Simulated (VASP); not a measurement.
Input of a VASP 6.6.1 run:

Contents of INCAR:

```
  PREC = Accurate
  ENCUT = 520
  EDIFF = 1E-6
  ISMEAR = -1
  SIGMA = 0.05
  LREAL = F
  LASPH = T
  NELM = 80
  ALGO = Normal
  ISIF = 2
  LWAVE = F
  LCHARG = T
  GGA = PE
  LELF = T
  LVHAR = T
  NBANDS = 16
```

Contents of KPOINTS:

```
regular mesh
0
Gamma
  11 11 11
```

Contents of POSCAR:

```
CoSi2
1.0
    0.0000000000      2.7305231384      2.7305231384
    2.7305231384      0.0000000000      2.7305231384
    2.7305231384      2.7305231384      0.0000000000
Co Si
1 2
Direct
    0.0000000000      0.0000000000      0.0000000000
    0.2500000000      0.2500000000      0.2500000000
    0.7500000000      0.7500000000      0.7500000000
```

Potentials or basis: VASP PAW PBE potentials, release 64 (Co, Si).

Command:

```sh
$ cat potpaw_PBE.64/Co/POTCAR potpaw_PBE.64/Si/POTCAR > POTCAR
$ mpirun -np 1 vasp_std > vasp.out
```

(1) Predict the pressure.

## Answers

(1) -9.0 GPa.
